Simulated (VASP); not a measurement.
A run of VASP 6.6.1:

The input POSCAR:

```
TiPd
1.0
    3.1800000000      0.0000000000      0.0000000000
    0.0000000000      3.1800000000      0.0000000000
    0.0000000000      0.0000000000      3.2913000000
Ti Pd
1 1
Direct
    0.5000000000      0.5000000000      0.5000000000
    0.0000000000      0.0000000000      0.0000000000
```

Contents of INCAR.step1:

```
SYSTEM = TiPd
PREC = Accurate ; ENCUT = 520
ISMEAR = 0 ; SIGMA = 0.15
LREAL = .FALSE. ; LASPH = .TRUE.
NELM = 100 ; NBANDS = 18
GGA = PE ; ALGO = Normal
EDIFF = 1E-4 ; LWAVE = .TRUE.
LCHARG = .FALSE.
```

The input INCAR.step2:

```
SYSTEM = TiPd
PREC = Accurate ; ENCUT = 520
EDIFF = 1E-7 ; ISMEAR = 0
SIGMA = 0.15 ; LREAL = .FALSE.
LASPH = .TRUE. ; NELM = 100
ALGO = Normal ; ISIF = 2
LWAVE = .FALSE. ; LCHARG = .FALSE.
METAGGA = R2SCAN ; LMIXTAU = .TRUE.
NBANDS = 18 ; ISTART = 1
```

KPOINTS

```
regular mesh
0
G
  16 16 16
  0 0 0
```

Potentials or basis: VASP PAW PBE potentials, release 64 (Ti_sv, Pd).

Run with:

```console
$ cat potpaw_PBE.64/Ti_sv/POTCAR potpaw_PBE.64/Pd/POTCAR > POTCAR
$ cp INCAR.step1 INCAR
$ mpirun -np 1 vasp_std > vasp.out
$ cp INCAR.step2 INCAR
$ mpirun -np 1 vasp_std > vasp.out
```

Hardware: 1 thread of Intel(R) Xeon(R) 6975P-C (Granite Rapids) (shared host).

Task: How long does it take, and how much memory?

Result: Wall time 2.9 min on 1 thread of Intel(R) Xeon(R) 6975P-C (Granite Rapids), on a shared host, peak memory 0.36 GiB. Counts: k points 405.
